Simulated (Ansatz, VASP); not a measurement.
AlGaN2 in VASP and in Ansatz

```
Al Ga N
1.0
     3.11529    0.00000    0.00000
     0.00000    3.11529    0.00000
     0.00000    0.00000    4.64739
Al Ga N
1 1 2
Direct
  0.50000 0.50000 0.50000
  0.00000 0.00000 0.00000
  0.50000 0.00000 0.74092
  0.00000 0.50000 0.25908
```

Alike in both runs: task single point; functional LDA; k mesh 8 × 8 × 6; occupations gaussian, width 0.02 eV; no spin polarisation.

|  | VASP | Ansatz |
| --- | --- | --- |
| version | VASP 6.6.1 | Ansatz 0.2.0 |
| potentials or method | VASP PAW LDA potentials, release 64 (Al, Ga_d, N), cutoff 520 eV | scalar-relativistic, plane waves, PAW |
| valence electrons in the cell | 26 | 26 |

Ansatz gave:

```
gap on the k mesh at the Fermi level (eV)                     : 2.52
least direct gap on the mesh (eV)                             : 2.52
pressure (GPa)                                                : -10.8
traceless stress, the component that is largest in VASP (GPa) : -5.92
rms of the force components (eV/Å)                            : 0.000
```

Question: What did VASP give for the same quantities?

Answer: gap on the k mesh at the Fermi level (eV): 2.53; least direct gap on the mesh (eV): 2.53; pressure (GPa): -10.1; traceless stress, the component that is largest in VASP (GPa): -5.87; rms of the force components (eV/Å): 0.012.

LDA's correlation is that of Perdew and Zunger in VASP and of Perdew and Wang (1992) in Ansatz. Atom by atom the forces differ by 0.012 eV/Å (rms over components).
